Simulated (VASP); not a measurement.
Set up this calculation in VASP 6.6.1, as the native input.

| Property | Result |
| --- | --- |
| Task | single point |
| Functional | PBE |
| Potentials or basis | VASP PAW PBE potentials, release 64 (B, N) |
| Cutoff | 520 eV |
| k mesh | 17 × 17 × 17 |
| Occupations | fermi-dirac, width 0.05 eV |
| Spin | no spin polarisation |
| Dipole correction | no |
| Further INCAR settings | ALGO = Normal; EDIFF = 1e-06; NBANDS = 11 |

The structure of BN (rocksalt type) lies in POSCAR:

```
BN
1.0
    0.0000000000      1.5537598460      1.5537598460
    1.5537598460      0.0000000000      1.5537598460
    1.5537598460      1.5537598460      0.0000000000
B N
1 1
Direct
    0.0000000000      0.0000000000      0.0000000000
    0.5000000000      0.5000000000      0.5000000000
```

These files were run (other wordings do the same):

INCAR

```
ALGO     = Normal         # electronic algorithm
EDIFF    = 1E-6           # SCF threshold, eV
ENCUT    = 520            # plane-wave cutoff, eV
GGA      = PE             # functional
ISIF     = 2              # what is computed and relaxed
ISMEAR   = -1             # smearing method
LASPH    = T              # aspherical terms in the spheres
LCHARG   = F              # write CHGCAR
LREAL    = F              # projectors in reciprocal space
LWAVE    = F              # write WAVECAR
NBANDS   = 11             # bands
NELM     = 80             # most SCF steps
PREC     = Accurate       # precision mode
SIGMA    = 0.05           # smearing width, eV
```

KPOINTS

```
k-points
0
Gamma
  17 17 17
```

Potentials or basis: VASP PAW PBE potentials, release 64 (B, N).

Command:

```bash
$ cat potpaw_PBE.64/B/POTCAR potpaw_PBE.64/N/POTCAR > POTCAR
$ mpirun -np 1 vasp_std > vasp.out
```

It gave:

The pressure is 271.1 GPa and the band gap on the k mesh is 4.33 eV, indirect (least direct gap 7.20 eV).

It took 4.4 s on 1 thread of Intel(R) Xeon(R) Platinum 8375C CPU @ 2.90GHz (Ice Lake), on a shared host, peak memory 0.11 GiB.
